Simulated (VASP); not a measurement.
# BAs (ae) (F-43m) in VASP: further runs

The runs below take BAs (ae) through single point, with PBE.

All numbers are computed with VASP 6.6.1; they aren't measurements. Logs are shortened: lines on timing, memory, paths and dates and some standing lists are left out, and cuts for length are marked.

## (1) The cell of the first run

It takes space group F-43m (No. 216, cubic). Conventional cell: a = 4.660 Å, b = 4.660 Å, c = 4.660 Å, α = 90.00°, β = 90.00°, γ = 90.00°. Within 2.7 Å of B (site symmetry -43m) lie 4 As at 2.02 Å. As (site symmetry -43m) has 4 B at 2.02 Å within 2.7 Å.

## (2) Single point, PBE (volume scaled by 0.91)

Contents of INCAR:

```
PREC = Accurate
ENCUT = 500
EDIFF = 1E-6
ISMEAR = 0
SIGMA = 0.02
LREAL = False
LASPH = True
NELM = 120
ALGO = Normal
ISIF = 2
LWAVE = False
LCHARG = False
GGA = PE
NBANDS = 11
GGA_COMPAT = False
```

Contents of KPOINTS:

```
regular mesh
0
Gamma
  10 10 10
```

Contents of POSCAR:

```
BAs
1.0
    0.0000000000      2.3299740894      2.3299740894
    2.3299740894      0.0000000000      2.3299740894
    2.3299740894      2.3299740894      0.0000000000
B As
1 1
Direct
    0.0000000000      0.0000000000      0.0000000000
    0.2500000000      0.2500000000      0.2500000000
```

Potentials or basis: VASP PAW PBE potentials, release 64 (B, As).

On the command line:

```console
$ cat potpaw_PBE.64/B/POTCAR potpaw_PBE.64/As/POTCAR > POTCAR
$ mpirun -np 1 vasp_std > vasp.out
```

OUTCAR:

```text
PREC = Accurate
   ENCUT = 500
   EDIFF = 1E-6
   ISMEAR = 0
   LREAL = False
   LASPH = True
   NELM = 120
   ISIF = 2
   GGA = PE

 ion  position               nearest neighbor table
   1  0.000  0.000  0.000-   2 2.02   2 2.02   2 2.02   2 2.02
   2  0.250  0.250  0.250-   1 2.02   1 2.02   1 2.02   1 2.02

  LATTYP: Found a face centered cubic cell.
 ALAT       =     4.6599481788

  Lattice vectors:

 A1 = (   0.0000000000,   2.3299740894,   2.3299740894)
 A2 = (   2.3299740894,   0.0000000000,   2.3299740894)
 A3 = (   2.3299740894,   2.3299740894,   0.0000000000)

Analysis of symmetry for initial positions (statically):
=====================================================================
 Subroutine PRICEL returns:
 Original cell was already a primitive cell.

 Routine SETGRP: Setting up the symmetry group for a
 face centered cubic supercell.

 Subroutine GETGRP returns: Found 24 space group operations
 (whereof 24 operations were pure point group operations)
 out of a pool of 48 trial point group operations.

The static configuration has the point symmetry T_d .

Analysis of symmetry for dynamics (positions and initial velocities):
=====================================================================
 Subroutine PRICEL returns:
 Original cell was already a primitive cell.

 Routine SETGRP: Setting up the symmetry group for a
 face centered cubic supercell.

 Subroutine GETGRP returns: Found 24 space group operations
 (whereof 24 operations were pure point group operations)
 out of a pool of 48 trial point group operations.

The dynamic configuration has the point symmetry T_d .

 Subroutine INISYM returns: Found 24 space group operations
 (whereof 24 operations are pure point group operations),
 and found     1 'primitive' translations

----------------------------------------------------------------------------------------

                                     Primitive cell

  volume of cell :      25.2978

  direct lattice vectors                    reciprocal lattice vectors
     0.000000000  2.329974089  2.329974089    -0.214594661  0.214594661  0.214594661
     2.329974089  0.000000000  2.329974089     0.214594661 -0.214594661  0.214594661
     2.329974089  2.329974089  0.000000000     0.214594661  0.214594661 -0.214594661

  length of vectors
     3.295080957  3.295080957  3.295080957     0.371688856  0.371688856  0.371688856

  position of ions in fractional coordinates (direct lattice)
     0.000000000  0.000000000  0.000000000
[... 85 lines left out ...]
   ISYM   =      2    0-nonsym 1-usesym 2-fastsym
   POTIM  = 0.5000    time-step for ionic-motion
   TEBEG  =    0.0;   TEEND  =   0.0 temperature during run
   PSTRESS=    0.0 pullay stress
   NELECT =       8.0000    total number of electrons
   NUPDOWN=      -1.0000    fix difference up-down
   EMIN   =  10.00;   EMAX   =-10.00  energy-range for DOS
   EFERMI =   0.00;   METHOD = LEGACY
   ISMEAR =     0;   SIGMA  =   0.02  broadening in eV -4-tet -1-fermi 0-gaus
   EFERMI_NEDOS =   21; number of points for ismear=-14 and -15
   IALGO  =     38    algorithm
   IMIX   =      4    mixing-type and parameters
     AMIX     =   0.40;   BMIX     =  1.00
     AMIX_MAG =   1.60;   BMIX_MAG =  1.00
  volume/ion in A,a.u.               =      12.65        85.36
  Fermi-wavevector in a.u.,A,eV,Ry     =   1.115348  2.107702 16.925664  1.244001
  Thomas-Fermi vector in A             =   2.251952
   LORBIT       =      0    0 simple, 1 ext, 2 COOP (PROOUT), +10 PAW based schemes
   GGA     = PE    functional components
   LHFCALC =     F    Hartree Fock is set to
   AEXX    =    0.0000 exact exchange contribution
   IVDW    =     0    specifies the selected vdW correction
   LEPSILON=     F    determine dielectric tensor
   LRPA    =     F    only Hartree local field effects (RPA)
 non-spin polarized calculation
 Gauss-broadening in eV      SIGMA  =   0.02
  energy-cutoff  :      500.00
  volume of cell :       25.30
 maximum number of plane-waves:       656
   NGX = 13   NGY = 13   NGZ = 13

 number of electron       8.0000001 magnetization

 Free energy of the ion-electron system (eV)
  ---------------------------------------------------
  ext. energy  EPLUGINS =         0.00000000
  ---------------------------------------------------
  free energy    TOTEN  =       -11.29150994 eV

  energy without entropy =      -11.29150994  energy(sigma->0) =      -11.29150994

 E-fermi :   7.1569     XC(G=0): -10.9096

 val. band max:        6.9741833421   @ k =   0.0000   0.0000   0.0000
 cond. band min:       8.0698439729   @ k =   0.4000   0.4000   0.0000
 fundamental gap:      1.0956606308
 Fermi energy:         7.1569138272

 k-point     1 :       0.0000    0.0000    0.0000
  band No.  band energies     occupation
      1      -9.1296      2.00000
      2       6.9742      2.00000
      3       6.9742      2.00000
      4       6.9742      2.00000
      5      10.3488      0.00000
      6      10.3488      0.00000
      7      10.3488      0.00000
      8      12.6265      0.00000
      9      16.9380      0.00000
     10      20.2332      0.00000
     11      20.2332      0.00000
[... 309 lines left out ...]
 k-point    24 :       0.4000    0.3000    0.0000
  band No.  band energies     occupation
      1      -6.2790      2.00000
      2       0.3108      2.00000
      3       2.6796      2.00000
      4       3.2099      2.00000
      5       8.6283      0.00000
      6      10.3826      0.00000
      7      16.3580      0.00000
      8      16.5394      0.00000
      9      19.6928      0.00000
     10      23.3435      0.00000
     11      23.7808      0.00000

 [... further k-points ...]

------------------------ aborting loop because EDIFF is reached ----------------------------------------

  FORCE on cell =-STRESS in cart. coord.  units (eV):
  Direction    XX          YY          ZZ          XY          YZ          ZX
  --------------------------------------------------------------------------------------
  -------------------------------------------------------------------------------------
  Total        2.5329072      2.5329072      2.5329072      0.0000000      0.0000000      0.0000000
  in kB      160.4155938    160.4155938    160.4155938      0.0000000      0.0000000      0.0000000
  external PRESSURE =     160.4155938 kB  Pullay stress =       0.0000000 kB

 VOLUME and BASIS-vectors are now :
 -----------------------------------------------------------------------------
  energy-cutoff  :      500.00
  volume of cell :       25.30
      direct lattice vectors                 reciprocal lattice vectors
     0.000000000  2.329974089  2.329974089    -0.214594661  0.214594661  0.214594661
     2.329974089  0.000000000  2.329974089     0.214594661 -0.214594661  0.214594661
     2.329974089  2.329974089  0.000000000     0.214594661  0.214594661 -0.214594661

 POSITION                                       TOTAL-FORCE (eV/Angst)
 -----------------------------------------------------------------------------------
      0.00000      0.00000      0.00000        -0.000000     -0.000000     -0.000000
      1.16499      1.16499      1.16499         0.000000      0.000000      0.000000
 -----------------------------------------------------------------------------------
    total drift:                                0.000000      0.000000      0.000000

  FREE ENERGIE OF THE ION-ELECTRON SYSTEM (eV)
  ---------------------------------------------------
  free  energy   TOTEN  =       -11.2915099436 eV

  energy  without entropy=      -11.2915099436  energy(sigma->0) =      -11.29150994
```

OSZICAR:

```text
N       E                     dE             d eps       ncg     rms          rms(c)
DAV:   1     0.123828323424E+02    0.12383E+02   -0.37365E+03  1034   0.630E+02
DAV:   2    -0.114379042872E+02   -0.23821E+02   -0.22950E+02  1368   0.107E+02
DAV:   3    -0.120849641196E+02   -0.64706E+00   -0.64595E+00  1306   0.163E+01
DAV:   4    -0.120864700709E+02   -0.15060E-02   -0.15059E-02  1138   0.870E-01
DAV:   5    -0.120864720082E+02   -0.19372E-05   -0.19372E-05  1264   0.336E-02    0.548E+00
DAV:   6    -0.113786176662E+02    0.70785E+00   -0.18098E+00  1103   0.571E+00    0.266E+00
DAV:   7    -0.112988795319E+02    0.79738E-01   -0.25848E-01  1205   0.247E+00    0.105E+00
DAV:   8    -0.112910521515E+02    0.78274E-02   -0.21842E-02  1169   0.859E-01    0.106E-01
DAV:   9    -0.112913561319E+02   -0.30398E-03   -0.71920E-04  1199   0.163E-01    0.672E-02
DAV:  10    -0.112915048838E+02   -0.14875E-03   -0.18359E-04  1105   0.835E-02    0.131E-02
DAV:  11    -0.112915101860E+02   -0.53022E-05   -0.49038E-06  1270   0.150E-02    0.123E-02
DAV:  12    -0.112915099436E+02    0.24240E-06   -0.23741E-06  1130   0.839E-03
   1 F= -.11291510E+02 E0= -.11291510E+02  d E =-.188935E-40
```

stdout:

```text
POSCAR found type information on POSCAR B As
 POSCAR found :  2 types and       2 ions
 scaLAPACK will be used
 LDA part: xc-table for (Slater+PW92), standard interpolation
 POSCAR, INCAR and KPOINTS ok, starting setup
 FFT: planning ... GRIDC
 FFT: planning ... GRID_SOFT
 FFT: planning ... GRID
 WAVECAR not read
 entering main loop
```

It took 5.8 s on 1 thread of Intel Xeon 6975P-C (Granite Rapids), shared host; peak memory 0.14 GiB.

Results:

```yaml
Free_energy: -11.2915 eV
Pressure: 16.0 GPa
Band_gap_on_the_k_mesh: 1.10 eV, indirect (least direct gap 3.37 eV)
```

Levels at points of the mesh, in eV from the valence-band top:
| k point | band 1 | band 2 | band 3 | band 4 | band 5 | band 6 | band 7 | band 8 | band 9 |
| --- | --- | --- | --- | --- | --- | --- | --- | --- | --- |
| (0.00, 0.00, 0.00) | -16.10 | 0.00 | 0.00 | 0.00 | 3.37 | 3.37 | 3.37 | 5.65 | 9.96 |
| (0.50, 0.00, 0.00) | -12.95 | -9.36 | -1.95 | -1.95 | 3.14 | 4.86 | 4.86 | 9.00 | 13.29 |
| (0.50, 0.50, 0.00) | -11.51 | -8.96 | -4.40 | -4.40 | 1.32 | 1.37 | 12.09 | 12.09 | 13.55 |

 A k mesh can miss the band edges.

## (3) Single point, PBE (volume scaled by 0.97)

Contents of INCAR:

```
PREC = Accurate ; ENCUT = 500
EDIFF = 1E-6 ; ISMEAR = 0
SIGMA = 0.02 ; LREAL = F
LASPH = T ; NELM = 120
ALGO = Normal ; ISIF = 2
LWAVE = F ; LCHARG = F
GGA = PE ; NBANDS = 11
GGA_COMPAT = F
```

Contents of KPOINTS:

```
Automatic mesh
0
Gamma
  10 10 10
```

Contents of POSCAR:

```
BAs
1.0
    0.0000000000      2.3800963525      2.3800963525
    2.3800963525      0.0000000000      2.3800963525
    2.3800963525      2.3800963525      0.0000000000
B As
1 1
Direct
    0.0000000000      0.0000000000      0.0000000000
    0.2500000000      0.2500000000      0.2500000000
```

Potentials or basis: VASP PAW PBE potentials, release 64 (B, As).

On the command line:

```console
$ cat potpaw_PBE.64/B/POTCAR potpaw_PBE.64/As/POTCAR > POTCAR
$ mpirun -np 1 vasp_std > vasp.out
```

It took 8 s on 1 thread of Intel Xeon 6975P-C (Granite Rapids), shared host; peak memory 0.16 GiB.

It converged, with:

```
Free energy            : -11.3985 eV
Pressure               : 5.0 GPa
Band gap on the k mesh : 1.16 eV, indirect (least direct gap 3.29 eV)
```

Levels at points of the mesh, in eV from the valence-band top:
| k point | band 2 | band 3 | band 4 | band 5 | band 6 | band 7 |
| --- | --- | --- | --- | --- | --- | --- |
| (0.00, 0.00, 0.00) | 0.00 | 0.00 | 0.00 | 3.29 | 3.29 | 3.29 |
| (0.50, 0.00, 0.00) | -8.87 | -1.84 | -1.84 | 2.75 | 4.79 | 4.79 |
| (0.50, 0.50, 0.00) | -8.59 | -4.12 | -4.12 | 1.41 | 1.43 | 11.47 |

 A k mesh can miss the band edges.

## (4) Single point, PBE (volume scaled by 0.94)

Contents of INCAR:

```
SYSTEM = BAs
PREC = Accurate
ENCUT = 500
EDIFF = 1E-6
ISMEAR = 0
SIGMA = 0.02
LREAL = .FALSE.
LASPH = .TRUE.
NELM = 120
ALGO = Normal
ISIF = 2
LWAVE = .FALSE.
LCHARG = .FALSE.
GGA = PE
NBANDS = 11
GGA_COMPAT = .FALSE.
```

Contents of KPOINTS:

```
regular mesh
0
G
  10 10 10
  0 0 0
```

Contents of POSCAR:

```
BAs
1.0
    0.0000000000      2.3553018791      2.3553018791
    2.3553018791      0.0000000000      2.3553018791
    2.3553018791      2.3553018791      0.0000000000
B As
1 1
Direct
    0.0000000000      0.0000000000      0.0000000000
    0.2500000000      0.2500000000      0.2500000000
```

Potentials or basis: VASP PAW PBE potentials, release 64 (B, As).

On the command line:

```console
$ cat potpaw_PBE.64/B/POTCAR potpaw_PBE.64/As/POTCAR > POTCAR
$ mpirun -np 1 vasp_std > vasp.out
```

OUTCAR:

```text
SYSTEM = BAs
   PREC = Accurate
   ENCUT = 500
   EDIFF = 1E-6
   ISMEAR = 0
   LREAL = .FALSE.
   LASPH = .TRUE.
   NELM = 120
   ISIF = 2
   GGA = PE

 ion  position               nearest neighbor table
   1  0.000  0.000  0.000-   2 2.04   2 2.04   2 2.04   2 2.04
   2  0.250  0.250  0.250-   1 2.04   1 2.04   1 2.04   1 2.04

  LATTYP: Found a face centered cubic cell.
 ALAT       =     4.7106037582

  Lattice vectors:

 A1 = (   0.0000000000,   2.3553018791,   2.3553018791)
 A2 = (   2.3553018791,   0.0000000000,   2.3553018791)
 A3 = (   2.3553018791,   2.3553018791,   0.0000000000)

Analysis of symmetry for initial positions (statically):
=====================================================================
 Subroutine PRICEL returns:
 Original cell was already a primitive cell.

 Routine SETGRP: Setting up the symmetry group for a
 face centered cubic supercell.

 Subroutine GETGRP returns: Found 24 space group operations
 (whereof 24 operations were pure point group operations)
 out of a pool of 48 trial point group operations.

The static configuration has the point symmetry T_d .

Analysis of symmetry for dynamics (positions and initial velocities):
[... 166 lines left out ...]
 k-point     1 :       0.0000    0.0000    0.0000
  band No.  band energies     occupation
      1      -9.1938      2.00000
      2       6.5983      2.00000
      3       6.5983      2.00000
      4       6.5983      2.00000
      5       9.9289      0.00000
      6       9.9289      0.00000
      7       9.9289      0.00000
      8      11.8256      0.00000
      9      16.3908      0.00000
     10      19.7210      0.00000
     11      19.7210      0.00000
[... 309 lines left out ...]
 k-point    24 :       0.4000    0.3000    0.0000
  band No.  band energies     occupation
      1      -6.4338      2.00000
      2       0.0258      2.00000
      3       2.4443      2.00000
      4       2.9569      2.00000
      5       8.2713      0.00000
      6      10.0040      0.00000
      7      15.7390      0.00000
      8      15.9450      0.00000
      9      19.0232      0.00000
     10      22.7475      0.00000
     11      22.9651      0.00000

 [... further k-points ...]
[... 5 lines left out ...]
  --------------------------------------------------------------------------------------
  -------------------------------------------------------------------------------------
  Total        1.6470969      1.6470969      1.6470969      0.0000000      0.0000000      0.0000000
  in kB      100.9857288    100.9857288    100.9857288      0.0000000      0.0000000      0.0000000
  external PRESSURE =     100.9857288 kB  Pullay stress =       0.0000000 kB

 VOLUME and BASIS-vectors are now :
 -----------------------------------------------------------------------------
  energy-cutoff  :      500.00
  volume of cell :       26.13
      direct lattice vectors                 reciprocal lattice vectors
     0.000000000  2.355301879  2.355301879    -0.212287013  0.212287013  0.212287013
     2.355301879  0.000000000  2.355301879     0.212287013 -0.212287013  0.212287013
     2.355301879  2.355301879  0.000000000     0.212287013  0.212287013 -0.212287013

 POSITION                                       TOTAL-FORCE (eV/Angst)
 -----------------------------------------------------------------------------------
      0.00000      0.00000      0.00000         0.000000      0.000000     -0.000000
      1.17765      1.17765      1.17765        -0.000000     -0.000000      0.000000
 -----------------------------------------------------------------------------------
    total drift:                                0.000000      0.000000      0.000000

  FREE ENERGIE OF THE ION-ELECTRON SYSTEM (eV)
  ---------------------------------------------------
  free  energy   TOTEN  =       -11.3593577664 eV

  energy  without entropy=      -11.3593577664  energy(sigma->0) =      -11.35935777
```

OSZICAR:

```text
N       E                     dE             d eps       ncg     rms          rms(c)
DAV:   1     0.122823259359E+02    0.12282E+02   -0.37755E+03  1034   0.626E+02
DAV:   2    -0.114398661399E+02   -0.23722E+02   -0.22837E+02  1395   0.105E+02
DAV:   3    -0.120822261817E+02   -0.64236E+00   -0.64065E+00  1316   0.161E+01
DAV:   4    -0.120837688554E+02   -0.15427E-02   -0.15426E-02  1106   0.905E-01
DAV:   5    -0.120837710024E+02   -0.21470E-05   -0.21470E-05  1235   0.361E-02    0.524E+00
DAV:   6    -0.114366758675E+02    0.64710E+00   -0.17093E+00  1103   0.544E+00    0.254E+00
DAV:   7    -0.113662824287E+02    0.70393E-01   -0.22853E-01  1208   0.233E+00    0.102E+00
DAV:   8    -0.113588976928E+02    0.73847E-02   -0.21184E-02  1166   0.836E-01    0.103E-01
DAV:   9    -0.113592003575E+02   -0.30266E-03   -0.73814E-04  1193   0.162E-01    0.635E-02
DAV:  10    -0.113593522451E+02   -0.15189E-03   -0.18702E-04  1108   0.839E-02    0.126E-02
DAV:  11    -0.113593578494E+02   -0.56043E-05   -0.51260E-06  1273   0.153E-02    0.115E-02
DAV:  12    -0.113593577664E+02    0.83064E-07   -0.25309E-06  1115   0.865E-03
   1 F= -.11359358E+02 E0= -.11359358E+02  d E =-.287173E-11
```

stdout:

```text
POSCAR found type information on POSCAR B As
 POSCAR found :  2 types and       2 ions
 scaLAPACK will be used
 LDA part: xc-table for (Slater+PW92), standard interpolation
 POSCAR, INCAR and KPOINTS ok, starting setup
 FFT: planning ... GRIDC
 FFT: planning ... GRID_SOFT
 FFT: planning ... GRID
 WAVECAR not read
 entering main loop
```

It took 5 s on 1 thread of Intel Xeon 6975P-C (Granite Rapids), shared host; peak memory 0.14 GiB.

Results:

```yaml
Free_energy: -11.3594 eV
Pressure: 10.1 GPa
Band_gap_on_the_k_mesh: 1.13 eV, indirect (least direct gap 3.33 eV)
```

## (5) Summary

| cell | gap on the mesh (eV) | pressure (GPa) |
| --- | --- | --- |
| a = 3.295 Å, angles 60.0°, 2 atoms | 1.10 | 16.0 |
| a = 3.366 Å, angles 60.0°, 2 atoms | 1.16 | 5.0 |
| a = 3.331 Å, angles 60.0°, 2 atoms | 1.13 | 10.1 |

Alike in all rows: task single point; level PBE; potentials or basis VASP PAW PBE potentials, release 64 (B, As); no spin polarisation; k mesh 10 × 10 × 10; cutoff (eV) 500; smearing gaussian 0.02 eV.

Total energies depend on the potentials used, so only differences within one code and one set of settings carry meaning.
